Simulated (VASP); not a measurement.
## SiC: single point with PBE

Crystal: SiC.

```xyz
4
Lattice="3.1373 0.0000 0.0000 -1.5687 2.7170 0.0000 0.0000 0.0000 4.9327" Properties=species:S:1:pos:R:3 pbc="T T T"
Si    0.0000    1.8113    1.2332
Si    1.5687    0.9057    3.6995
C     1.5687    0.9057    1.2332
C     0.0000    1.8113    3.6995
```

```
Program                : VASP 6.6.1
Task                   : single point
Functional             : PBE
Potentials or basis    : VASP PAW PBE potentials, release 64 (Si, C)
Cutoff                 : 600 eV
k mesh                 : 6 × 6 × 4
Occupations            : methfessel-paxton, width 0.001 eV
Spin                   : no spin polarisation
Dipole correction      : no
Further INCAR settings : ALGO = Normal; EDIFF = 1e-06; NBANDS = 16
```

```json
{
 "Pressure": "3.6 GPa",
 "Band gap on the k mesh": "zero (band 8 reaches 10.29 eV, above the bottom of band 9 at 10.17 eV)"
}
```

Stress tensor (GPa, compression positive):
```
5.25 0.00 0.00
0.00 5.25 0.00
0.00 0.00 0.36
```

Levels at points of the mesh, in eV from the Fermi level:
```tsv
k point	band 4	band 5	band 6	band 7	band 8	band 9	band 10	band 11	band 12	band 13
(0.00, 0.00, 0.00)	-4.33	-4.33	-3.06	-3.06	0.12	1.66	3.73	4.01	4.01	5.92
(0.50, 0.00, 0.00)	-8.81	-6.42	-6.12	-4.20	-4.05	0.00	3.16	4.06	6.57	7.06
(0.00, 0.00, 0.50)	-5.17	-3.74	-3.74	-3.74	-3.74	2.97	2.97	4.61	4.61	4.61
(0.50, 0.00, 0.50)	-10.61	-5.30	-5.30	-2.93	-2.93	1.47	1.47	1.79	1.79	9.55
```

It took 14 s on 1 thread of Intel Xeon 6975P-C (shared host), peak memory 0.17 GiB.

Caveat: the k points lie up to 0.39 Å⁻¹ apart.
